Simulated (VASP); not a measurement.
CdSe:

```xyz
2
Lattice="0.0000 2.8740 2.8740 2.8740 0.0000 2.8740 2.8740 2.8740 0.0000" Properties=species:S:1:pos:R:3 pbc="T T T"
Cd    0.0000    0.0000    0.0000
Se    2.8740    2.8740    2.8740
```

Base run:

* Program: VASP 6.6.1
* Functional: PBEsol
* Potentials or basis: VASP PAW PBE potentials, release 64 (Cd, Se)
* Cutoff: 520 eV
* k mesh: 8 × 8 × 8
* Occupations: fermi-dirac, width 0.05 eV
* Spin: no spin polarisation

Its results: pressure -3.5 GPa.

**Question.** After a change of settings the same cell gave: pressure -1.8 GPa. Which change was it?
A. functional from PBEsol to PBE; occupations from fermi-dirac, width 0.05 eV to gaussian, width 0.012 eV
B. functional from PBEsol to LDA; potentials or basis from VASP PAW PBE potentials, release 64 (Cd, Se) to VASP PAW LDA potentials, release 64 (Cd, Se)
C. functional from PBEsol to r2SCAN
D. functional from PBEsol to PBE; cutoff from 520 eV to 500 eV; occupations from fermi-dirac, width 0.05 eV to gaussian, width 0.028 eV

**Answer.** C.

Caveats: the PAW data sets were made with another functional, which shifts forces and pressure a little.
